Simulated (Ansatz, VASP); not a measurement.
## Two plane-wave programs on Os

```
CELL_PARAMETERS angstrom
0.00000 1.92804 1.92804
1.92804 0.00000 1.92804
1.92804 1.92804 0.00000
ATOMIC_POSITIONS crystal
Os 0.00000 0.00000 0.00000
```

Alike in both runs: functional PBE; k mesh 24 × 24 × 24; occupations gaussian, width 0.1 eV; no spin polarisation.

Ansatz relaxed the structure, and its values are those at the end. VASP's run is a single point on that final structure, the one shown.

```csv
,VASP,Ansatz
version,VASP 6.6.1,Ansatz 0.2.0
potentials or method,"VASP PAW PBE potentials, release 64 (Os), cutoff 520 eV","scalar-relativistic, plane waves, PAW"
valence electrons in the cell,8,16
```

Ansatz gave:

* gap on the k mesh at the Fermi level (eV): none
* pressure (GPa): 0.0

**Question.** Estimate VASP's values.

**Answer.** gap on the k mesh at the Fermi level (eV): none; pressure (GPa): -0.1.

A gap of «none» marks a metal or a gap that the smearing closes. VASP's potentials hold 8 valence electrons a cell and Ansatz's 16, so a difference there can come from the potentials and not from the codes.

Spin-orbit coupling is off throughout.
